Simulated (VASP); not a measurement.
Write the native input for VASP 6.6.1 that does the following.

* Task: single point
* Functional: PBE
* Potentials or basis: VASP PAW PBE potentials, release 64 (Cd)
* Cutoff: 520 eV
* k mesh: 21 × 21 × 21
* Occupations: fermi-dirac, width 0.0612256 eV
* Spin: no spin polarisation
* Dipole correction: no
* Further INCAR settings: ALGO = Normal; EDIFF = 1e-07; NBANDS = 12

The structure of Cd lies in POSCAR:

```
Cd
1.0
    0.0000000000      2.2964687652      2.2964687652
    2.2964687652      0.0000000000      2.2964687652
    2.2964687652      2.2964687652      0.0000000000
Cd
1
Direct
    0.0000000000      0.0000000000      0.0000000000
```

This isn't the form of Cd at room conditions, which is hcp.

The input as run:

INCAR

```
SYSTEM = Cd
ALGO = Normal
EDIFF = 1E-7
ENCUT = 520
GGA = PE
ISIF = 2
ISMEAR = -1
LASPH = .TRUE.
LCHARG = .FALSE.
LREAL = .FALSE.
LWAVE = .FALSE.
NBANDS = 12
NELM = 60
PREC = Accurate
SIGMA = 0.06122561905347299
```

KPOINTS

```
k-points
0
G
  21 21 21
  0 0 0
```

Potentials or basis: VASP PAW PBE potentials, release 64 (Cd).

Run with:

```bash
$ cat potpaw_PBE.64/Cd/POTCAR > POTCAR
$ mpirun -np 1 vasp_std > vasp.out
```

It gave:

- Pressure: -1.9 GPa
- Band gap on the k mesh: zero (bands 6 and 7 overlap by 2.78 eV)

Run time: 21 s on 1 thread of AMD EPYC 9R45 96-Core Processor (Zen 5), on a shared host, peak memory 0.17 GiB.
